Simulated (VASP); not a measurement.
A run of VASP 6.6.1 is set up as follows.

The input INCAR:

```
ALGO = Normal
EDIFF = 1E-6
ENCUT = 520
GGA = PE
ISIF = 2
ISMEAR = 0
LASPH = T
LCHARG = F
LREAL = F
LWAVE = F
NBANDS = 33
NELM = 80
PREC = Accurate
SIGMA = 0.05
```

KPOINTS

```
k-points
0
Gamma
  6 6 10
```

The input POSCAR:

```
TiO2
1.0
    4.6433998164      0.0000000000      0.0000000000
    0.0000000000      4.6433998164      0.0000000000
    0.0000000000      0.0000000000      2.9638636888
Ti O
2 4
Direct
    0.0000000000      0.0000000000      0.0117733187
    0.5000000000      0.5000000000      0.5117733187
    0.3050970583      0.3050970583     -0.0176121460
    0.1949029417      0.8050970583      0.4823878540
    0.6949029417      0.6949029417     -0.0176121460
    0.8050970583      0.1949029417      0.4823878540
```

Potentials or basis: VASP PAW PBE potentials, release 64 (Ti_sv, O).

The run is started by

```bash
$ cat potpaw_PBE.64/Ti_sv/POTCAR potpaw_PBE.64/O/POTCAR > POTCAR
$ mpirun -np 1 vasp_std > vasp.out
```

**Question.** What does it give for the largest force?

**Answer.** 0.108 eV/Å.

**Question.** Predict the band gap on the k mesh.

**Answer.** 1.98 eV (least direct gap 2.06 eV).

**Question.** Estimate the pressure.

**Answer.** 1.7 GPa.

Stress tensor (GPa, compression positive):
```
1.40 0.00 0.00
0.00 1.40 0.00
0.00 0.00 2.25
```

Caveat: the cell differs from its parent crystal (atoms displaced along a vibrational mode). A k mesh can miss the band edges.
